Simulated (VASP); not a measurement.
# Ta in VASP: further runs

Runs on Ta. Level: PBE. Tasks: single point.

Everything below comes from runs of VASP 6.6.1. Logs are shortened: lines on timing, memory, paths and dates and some standing lists are left out, and cuts for length are marked.

## 1. The cell of the first run

The structure is tetragonal, space group I4/mmm (No. 139). Conventional cell: a = 3.363 Å, b = 3.363 Å, c = 3.168 Å, α = 90.00°, β = 90.00°, γ = 90.00°. Ta (site symmetry 4/mmm) has 14 Ta at 2.86 to 3.36 Å within 3.8 Å.

## 2. Single point, PBE (17.92 Å³/atom)

File INCAR:

```
PREC     = Accurate       # precision mode
ENCUT    = 520            # plane-wave cutoff, eV
EDIFF    = 1E-7           # SCF threshold, eV
ISMEAR   = 0              # smearing method
SIGMA    = 0.15           # smearing width, eV
LREAL    = F              # projectors in reciprocal space
LASPH    = T              # aspherical terms in the spheres
NELM     = 100            # most SCF steps
ALGO     = Fast           # electronic algorithm
ISIF     = 2              # what is computed and relaxed
LWAVE    = F              # write WAVECAR
LCHARG   = F              # write CHGCAR
GGA      = PE             # functional
NBANDS   = 12             # bands
```

File KPOINTS:

```
Automatic mesh
0
Gamma
  20 20 20
```

File POSCAR:

```
Ta
1.0
   -1.6815197507      1.6815197507      1.5839916052
    1.6815197507     -1.6815197507      1.5839916052
    1.6815197507      1.6815197507     -1.5839916052
Ta
1
Direct
    0.0000000000      0.0000000000      0.0000000000
```

Potentials or basis: VASP PAW PBE potentials, release 64 (Ta_pv).

On the command line:

```console
cat potpaw_PBE.64/Ta_pv/POTCAR > POTCAR
mpirun -np 1 vasp_std > vasp.out
```

OUTCAR:

```text
PREC = Accurate
   ENCUT = 520
   EDIFF = 1E-7
   ISMEAR = 0
   LREAL = F
   LASPH = T
   NELM = 100
   ISIF = 2
   GGA = PE

 ion  position               nearest neighbor table
   1  0.000  0.000  0.000-

  LATTYP: Found a body centered tetragonal cell.
 ALAT       =     3.3630395014
 C/A-ratio  =     0.9420000000

  Lattice vectors:

 A1 = (  -1.6815197507,   1.6815197507,   1.5839916052)
 A2 = (   1.6815197507,  -1.6815197507,   1.5839916052)
 A3 = (   1.6815197507,   1.6815197507,  -1.5839916052)

Analysis of symmetry for initial positions (statically):
=====================================================================
 Subroutine PRICEL returns:
 Original cell was already a primitive cell.

 Routine SETGRP: Setting up the symmetry group for a
 body centered tetragonal supercell.

 Subroutine GETGRP returns: Found 16 space group operations
 (whereof 16 operations were pure point group operations)
 out of a pool of 16 trial point group operations.

The static configuration has the point symmetry D_4h.

Analysis of symmetry for dynamics (positions and initial velocities):
=====================================================================
 Subroutine PRICEL returns:
 Original cell was already a primitive cell.

 Routine SETGRP: Setting up the symmetry group for a
 body centered tetragonal supercell.

 Subroutine GETGRP returns: Found 16 space group operations
 (whereof 16 operations were pure point group operations)
 out of a pool of 16 trial point group operations.

The dynamic configuration has the point symmetry D_4h.

 Subroutine INISYM returns: Found 16 space group operations
 (whereof 16 operations are pure point group operations),
 and found     1 'primitive' translations

----------------------------------------------------------------------------------------

                                     Primitive cell

  volume of cell :      17.9150

  direct lattice vectors                    reciprocal lattice vectors
    -1.681519751  1.681519751  1.583991605     0.000000000  0.297350061  0.315658239
     1.681519751 -1.681519751  1.583991605     0.297350061  0.000000000  0.315658239
     1.681519751  1.681519751 -1.583991605     0.297350061  0.297350061  0.000000000

  length of vectors
     2.857279606  2.857279606  2.857279606     0.433655603  0.433655603  0.420516489

  position of ions in fractional coordinates (direct lattice)
     0.000000000  0.000000000  0.000000000

  ion indices of the primitive-cell ions
   primitive index   ion index
                 1           1

----------------------------------------------------------------------------------------

 KPOINTS: Automatic mesh

Automatic generation of k-mesh.
 Grid dimensions read from file:
 generate k-points for:   20   20   20

 Generating k-lattice:

  Cartesian coordinates                     Fractional coordinates (reciprocal lattice)
     0.000000000  0.014867503  0.015782912     0.050000000  0.000000000 -0.000000000
     0.014867503  0.000000000  0.015782912     0.000000000  0.050000000 -0.000000000
     0.014867503  0.014867503  0.000000000     0.000000000  0.000000000  0.050000000

  Length of vectors
     0.021682780  0.021682780  0.021025824

  Shift w.r.t. Gamma in fractional coordinates (k-lattice)
     0.000000000  0.000000000  0.000000000

 Subroutine IBZKPT returns following result:
 ===========================================

 Found    641 irreducible k-points:

 Following reciprocal coordinates:
            Coordinates               Weight
  0.000000  0.000000  0.000000      1.000000
  0.050000  0.000000  0.000000      8.000000
  0.100000 -0.000000  0.000000      8.000000
  0.150000  0.000000  0.000000      8.000000
  0.200000 -0.000000  0.000000      8.000000
  0.250000  0.000000 -0.000000      8.000000
[... 16 lines left out ...]
 -0.400000  0.050000  0.000000     16.000000
 -0.350000  0.050000  0.000000     16.000000
 [... further k-points ...]
   k-points           NKPTS =    641   k-points in BZ     NKDIM =    641   number of bands    NBANDS=     12
   number of dos      NEDOS =    301   number of ions     NIONS =      1
   total plane-waves  NPLWV =  13824
   dimension x,y,z NGX =    24 NGY =   24 NGZ =   24
   dimension x,y,z NGXF=    48 NGYF=   48 NGZF=   48
   ions per type =               1
   NGX,Y,Z   is equivalent  to a cutoff of  13.96, 13.96, 13.96 a.u.
   NGXF,Y,Z  is equivalent  to a cutoff of  27.93, 27.93, 27.93 a.u.
 SYSTEM =  unknown system
   PREC   = accura    normal or accurate (medium, high low for compatibility)
   ISTART =      0    job   : 0-new  1-cont  2-samecut
   ICHARG =      2    charge: 1-file 2-atom 10-const
   ISPIN  =      1    spin polarized calculation?
   LNONCOLLINEAR =      F non collinear calculations
   LSORBIT =      F    spin-orbit coupling
   LASPH  =      T    aspherical Exc in radial PAW
   ENCUT  =  520.0 eV  38.22 Ry    6.18 a.u.   5.31  5.31  5.31*2*pi/ulx,y,z
   NELM   =    100;   NELMIN=  2; NELMDL= -5     # of ELM steps
   EDIFF  = 0.1E-06   stopping-criterion for ELM
   LREAL  =      F    real-space projection
   EDIFFG = 0.1E-05   stopping-criterion for IOM
   NSW    =      0    number of steps for IOM
   IBRION =     -1    ionic relax: 0-MD 1-quasi-New 2-CG
   NFREE  =      0    steps in history (QN), initial steepest desc. (CG)
   ISIF   =      2    stress and relaxation
   ISYM   =      2    0-nonsym 1-usesym 2-fastsym
   POTIM  = 0.5000    time-step for ionic-motion
   TEBEG  =    0.0;   TEEND  =   0.0 temperature during run
   PSTRESS=    0.0 pullay stress
   NELECT =      11.0000    total number of electrons
   NUPDOWN=      -1.0000    fix difference up-down
   EMIN   =  10.00;   EMAX   =-10.00  energy-range for DOS
   EFERMI =   0.00;   METHOD = LEGACY
   ISMEAR =     0;   SIGMA  =   0.15  broadening in eV -4-tet -1-fermi 0-gaus
   EFERMI_NEDOS =   21; number of points for ismear=-14 and -15
   IALGO  =     68    algorithm
   IMIX   =      4    mixing-type and parameters
     AMIX     =   0.40;   BMIX     =  1.00
     AMIX_MAG =   1.60;   BMIX_MAG =  1.00
  volume/ion in A,a.u.               =      17.92       120.90
  Fermi-wavevector in a.u.,A,eV,Ry     =   1.391447  2.629454 26.342591  1.936126
  Thomas-Fermi vector in A             =   2.515286
   LORBIT       =      0    0 simple, 1 ext, 2 COOP (PROOUT), +10 PAW based schemes
   GGA     = PE    functional components
   LHFCALC =     F    Hartree Fock is set to
   AEXX    =    0.0000 exact exchange contribution
   IVDW    =     0    specifies the selected vdW correction
   LEPSILON=     F    determine dielectric tensor
   LRPA    =     F    only Hartree local field effects (RPA)
 non-spin polarized calculation
 RMM-DIIS sequential band-by-band and
 Gauss-broadening in eV      SIGMA  =   0.15
  energy-cutoff  :      520.00
  volume of cell :       17.92
 maximum number of plane-waves:       498
 NGX is ok and might be reduce to    24
   NGX = 11   NGY = 11   NGZ = 11

 number of electron      10.9999999 magnetization

 Free energy of the ion-electron system (eV)
  ---------------------------------------------------
  ext. energy  EPLUGINS =         0.00000000
  ---------------------------------------------------
  free energy    TOTEN  =       -11.79990695 eV

  energy without entropy =      -11.78441397  energy(sigma->0) =      -11.79216046

 E-fermi :   5.5411     XC(G=0): -12.6450

 val. band max:        5.5398077062   @ k =  -0.0500   0.1500   0.0500
 cond. band min:       5.5415111889   @ k =  -0.3000   0.3000   0.1000
 fundamental gap:      0.0017034827
 Fermi energy:         5.5411407762

 k-point     1 :       0.0000    0.0000    0.0000
  band No.  band energies     occupation
      1     -27.5241      2.00000
      2     -27.5241      2.00000
      3     -27.5077      2.00000
      4      -2.4065      2.00000
      5       5.7745      0.02779
      6       6.5653      0.00000
      7       6.5653      0.00000
      8       8.9765      0.00000
      9      10.0665      0.00000
     10      20.2316      0.00000
     11      20.2316      0.00000
     12      21.3634      0.00000

 k-point     2 :       0.0500    0.0000    0.0000
  band No.  band energies     occupation
      1     -27.5493      2.00000
      2     -27.5342      2.00000
      3     -27.5153      2.00000
      4      -2.2907      2.00000
      5       5.7906      0.01869
      6       6.5340      0.00000
      7       6.5788      0.00000
      8       8.9646      0.00000
      9       9.9620      0.00000
     10      20.4402      0.00000
     11      20.4493      0.00000
     12      21.5444      0.00000

 k-point     3 :       0.1000   -0.0000    0.0000
  band No.  band energies     occupation
      1     -27.6396      2.00000
      2     -27.5635      2.00000
      3     -27.5194      2.00000
      4      -1.9530      2.00000
      5       5.7286      0.07715
      6       6.4152      0.00000
      7       6.7442      0.00000
      8       8.9406      0.00000
      9       9.7438      0.00000
     10      20.9372      0.00000
     11      21.0471      0.00000
     12      22.0872      0.00000
[... 286 lines left out ...]
 k-point    23 :      -0.4000    0.0500    0.0000
  band No.  band energies     occupation
      1     -28.5381      2.00000
      2     -27.8729      2.00000
      3     -27.5566      2.00000
      4       1.1395      2.00000
      5       4.0414      2.00000
      6       5.9117      0.00048
      7       9.6347      0.00000
      8      10.2804      0.00000
      9      11.7236      0.00000
     10      18.2662      0.00000
     11      19.7841      0.00000
     12      20.2770      0.00000

 k-point    24 :      -0.3500    0.0500    0.0000
  band No.  band energies     occupation
      1     -28.3985      2.00000
      2     -27.8214      2.00000
      3     -27.5509      2.00000
      4       0.8646      2.00000
      5       4.2958      2.00000
      6       5.4601      1.55531
      7       9.4935      0.00000
      8       9.9627      0.00000
      9      10.6029      0.00000
     10      19.1206      0.00000
     11      20.2402      0.00000
     12      21.2893      0.00000

 [... further k-points ...]

------------------------ aborting loop because EDIFF is reached ----------------------------------------

  FORCE on cell =-STRESS in cart. coord.  units (eV):
  Direction    XX          YY          ZZ          XY          YZ          ZX
  --------------------------------------------------------------------------------------
  -------------------------------------------------------------------------------------
  Total        0.2945120      0.2945120      0.9952444      0.0000000      0.0000000      0.0000000
  in kB       26.3388440     26.3388440     89.0068622      0.0000000      0.0000000      0.0000000
  external PRESSURE =      47.2281834 kB  Pullay stress =       0.0000000 kB

 VOLUME and BASIS-vectors are now :
 -----------------------------------------------------------------------------
  energy-cutoff  :      520.00
  volume of cell :       17.92
      direct lattice vectors                 reciprocal lattice vectors
    -1.681519751  1.681519751  1.583991605     0.000000000  0.297350061  0.315658239
     1.681519751 -1.681519751  1.583991605     0.297350061  0.000000000  0.315658239
     1.681519751  1.681519751 -1.583991605     0.297350061  0.297350061  0.000000000

 POSITION                                       TOTAL-FORCE (eV/Angst)
 -----------------------------------------------------------------------------------
      0.00000      0.00000      0.00000         0.000000      0.000000     -0.000000
 -----------------------------------------------------------------------------------
    total drift:                               -0.000000     -0.000000      0.000000

  FREE ENERGIE OF THE ION-ELECTRON SYSTEM (eV)
  ---------------------------------------------------
  free  energy   TOTEN  =       -11.7999069514 eV

  energy  without entropy=      -11.7844139666  energy(sigma->0) =      -11.79216046
```

It took 5.1 min on 1 thread of AMD EPYC 7R13, shared host; peak memory 0.22 GiB.

Results:

```
Free energy            : -11.7999 eV
Pressure               : 4.7 GPa
Band gap on the k mesh : zero (an odd number of electrons rules out a gap without spin polarisation)
```

Stress tensor (GPa, compression positive):
```
2.63 0.00 0.00
0.00 2.63 0.00
0.00 0.00 8.90
```

Caveat: the cell stands under pressure; spin-orbit coupling is left out, which moves the levels of the heavy elements.

## 3. Single point, PBE (16.82 Å³/atom)

This run uses another cell than the first one, of 16.82 Å³/atom.

File INCAR:

```
PREC = Accurate
ENCUT = 520
EDIFF = 1E-6
ISMEAR = 0
SIGMA = 0.15
LREAL = F
LASPH = T
NELM = 60
ALGO = Fast
ISIF = 2
LWAVE = F
LCHARG = T
GGA = PE
LELF = T
LVHAR = T
NBANDS = 12
```

File KPOINTS:

```
regular mesh
0
Gamma
  20 20 20
```

File POSCAR:

```
Ta
1.0
   -1.6140046649      1.6140046649      1.6140046649
    1.6140046649     -1.6140046649      1.6140046649
    1.6140046649      1.6140046649     -1.6140046649
Ta
1
Direct
    0.0000000000      0.0000000000      0.0000000000
```

Potentials or basis: VASP PAW PBE potentials, release 64 (Ta_pv).

On the command line:

```console
cat potpaw_PBE.64/Ta_pv/POTCAR > POTCAR
mpirun -np 1 vasp_std > vasp.out
```

Run time: 70 s. Hardware: 1 thread of Intel Xeon 8259CL, shared host; peak memory 0.18 GiB.

The run converged. Its results:

```
Free energy            : -11.7353 eV
Pressure               : 19.6 GPa
Band gap on the k mesh : zero (an odd number of electrons rules out a gap without spin polarisation)
```

Levels at points of the mesh, in eV from the Fermi level:
```csv
k point,band 3,band 4,band 5,band 6,band 7,band 8,band 9,band 10
"(0.00, 0.00, 0.00)",-32.78,-8.16,0.74,0.74,0.74,4.26,4.26,15.35
"(0.50, 0.00, 0.00)",-32.80,-4.68,-1.74,1.94,4.20,5.30,8.50,12.28
"(0.50, 0.50, 0.50)",-33.80,-4.22,-4.22,7.43,7.43,7.43,9.33,9.33
```

Caveat: the cell stands under pressure; spin-orbit coupling is left out, which moves the levels of the heavy elements.

(Part 1 of 3 ends here.)
